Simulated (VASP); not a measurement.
Write the native input for VASP 6.6.1 that does the following.

```
Task                               : single point
Functional                         : PBE-based screened hybrid with 50 % exact exchange
Potentials or basis                : VASP PAW PBE potentials, release 64 (Ga_d, Sb_d_GW)
Cutoff                             : 400 eV
k mesh                             : 4 × 4 × 4
Occupations                        : fermi-dirac, width 0.02 eV
Spin                               : no spin polarisation
Dipole correction                  : no
Grid for exact exchange (PRECFOCK) : Normal
Share of exact exchange            : 0.5
Further INCAR settings             : ALGO = Normal; EDIFF = 1e-06; NBANDS = 21
Screening parameter                : 0.2078 1/Å
```

Crystal: GaSb.

```
Ga Sb
1.0
     0.00000    3.06588    3.06588
     3.06588    0.00000    3.06588
     3.06588    3.06588    0.00000
Ga Sb
1 1
Direct
  0.00000 0.00000 0.00000
  0.25000 0.25000 0.25000
```

The input as run:

POSCAR

```
GaSb
1.0
    0.0000000000      3.0658787993      3.0658787993
    3.0658787993      0.0000000000      3.0658787993
    3.0658787993      3.0658787993      0.0000000000
Ga Sb
1 1
Direct
    0.0000000000      0.0000000000      0.0000000000
    0.2500000000      0.2500000000      0.2500000000
```

INCAR.step1

```
ALGO = Normal
EDIFF = 1E-5
ENCUT = 400
GGA = PE
GGA_COMPAT = F
ISIF = 2
ISMEAR = -1
LASPH = T
LREAL = F
LWAVE = T
NBANDS = 21
NELM = 120
PREC = Accurate
SIGMA = 0.02
```

INCAR.step2

```
AEXX = 0.5
ALGO = Normal
EDIFF = 1E-6
ENCUT = 400
GGA = PE
GGA_COMPAT = F
HFSCREEN = 0.2078
ISIF = 2
ISMEAR = -1
ISTART = 1
LASPH = T
LCHARG = T
LELF = T
LHFCALC = T
LREAL = F
LVHAR = T
LWAVE = F
NBANDS = 21
NELM = 120
PREC = Accurate
PRECFOCK = Normal
SIGMA = 0.02
```

KPOINTS

```
k-points
0
Gamma
  4 4 4
```

Potentials or basis: VASP PAW PBE potentials, release 64 (Ga_d, Sb_d_GW).

Launch:

```console
$ cat potpaw_PBE.64/Ga_d/POTCAR potpaw_PBE.64/Sb_d_GW/POTCAR > POTCAR
$ cp INCAR.step1 INCAR
$ mpirun -np 1 vasp_std > vasp.out
$ cp INCAR.step2 INCAR
$ mpirun -np 1 vasp_std > vasp.out
```

It gave:

| Property | Result |
| --- | --- |
| Pressure | -1.4 GPa |
| Band gap on the k mesh | 1.78 eV |

Caveat: the k points lie up to 0.44 Å⁻¹ apart; the PAW data sets were made with another functional, which shifts forces and pressure a little; spin-orbit coupling is left out, which moves the levels of the heavy elements.

Run time: 8.8 min on 1 thread of Intel(R) Xeon(R) 6975P-C (Granite Rapids) (shared host), peak memory 0.28 GiB.
